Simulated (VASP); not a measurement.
A run of VASP 6.6.1:

The input INCAR:

```
ALGO     = Normal         # electronic algorithm
EDIFF    = 1E-7           # SCF threshold, eV
ENCUT    = 520            # plane-wave cutoff, eV
ISIF     = 2              # what is computed and relaxed
ISMEAR   = 1              # smearing method
ISPIN    = 2              # spin polarisation
LASPH    = True           # aspherical terms in the spheres
LCHARG   = False          # write CHGCAR
LDAU     = True           # DFT+U
LDAUJ    = 0            
LDAUL    = 2              # shell
LDAUPRINT= 1            
LDAUTYPE = 2            
LDAUU    = 5.3            # U, eV
LMAXMIX  = 4              # l up to which the mixer works
LORBIT   = 11             # projections on sites
LREAL    = False          # projectors in reciprocal space
LWAVE    = False          # write WAVECAR
MAGMOM   = 3              # initial moments
NBANDS   = 16             # bands
NELM     = 150            # most SCF steps
PREC     = Accurate       # precision mode
SIGMA    = 0.01           # smearing width, eV
```

Contents of KPOINTS:

```
k-points
0
Gamma
  12 12 12
```

The input POSCAR:

```
Cr
1.0
   -1.5039841504      1.5039841504      1.5039841504
    1.5039841504     -1.5039841504      1.5039841504
    1.5039841504      1.5039841504     -1.5039841504
Cr
1
Direct
    0.0000000000      0.0000000000      0.0000000000
```

Potentials or basis: VASP PAW LDA potentials, release 64 (Cr_pv).

Launch:

```sh
$ cat potpaw_LDA.64/Cr_pv/POTCAR > POTCAR
$ mpirun -np 1 vasp_std > vasp.out
```

Hardware: 1 thread of Intel(R) Xeon(R) Platinum 8259CL CPU @ 2.50GHz (Skylake/Cascade Lake), on a shared host.

Question: How long does it take, and how much memory?

Answer: Run time: 34 s on 1 thread of Intel(R) Xeon(R) Platinum 8259CL CPU @ 2.50GHz (Skylake/Cascade Lake), on a shared host, peak memory 0.14 GiB. Counts: scf iterations 22, k points 72.
